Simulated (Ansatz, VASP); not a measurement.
# SiO2 in VASP and in Ansatz

```
Si O
1.0
     4.35260    0.00000    0.00000
     0.00000    4.35260    0.00000
     0.00000    0.00000    2.62109
Si O
2 4
Direct
  0.00000 0.00000 0.00000
  0.50000 0.50000 0.50000
  0.31151 0.31151 0.00000
  0.18849 0.81151 0.50000
  0.81151 0.18849 0.50000
  0.68849 0.68849 0.00000
```

Change from the starting cell: epitaxial_xy strain +4.0%.

Alike in both runs: task single point; functional r2SCAN; k mesh 6 × 6 × 10; no spin polarisation.

|  | VASP | Ansatz |
| --- | --- | --- |
| version | VASP 6.6.1 | Ansatz 0.2.0 |
| potentials or method | VASP PAW PBE potentials, release 64 (Si, O) | plane waves, PAW |
| plane-wave cutoff (eV) | 520 | 500 |
| occupations | gaussian, width 0.01 eV | fixed |
| valence electrons in the cell | 32 | 32 |

Ansatz gave:

```
gap on the k mesh at the Fermi level (eV)                     : 5.93
pressure (GPa)                                                : -10.9
traceless stress, the component that is largest in VASP (GPa) : 10.82
rms of the force components (eV/Å)                            : 0.002
```

Task: Which values does VASP return?

Result: gap on the k mesh at the Fermi level (eV): 5.92; pressure (GPa): -10.4; traceless stress, the component that is largest in VASP (GPa): 11.62; rms of the force components (eV/Å): 0.016.

VASP's potentials were made for PBE, not for r2SCAN. Atom by atom the forces differ by 0.019 eV/Å (rms over components).
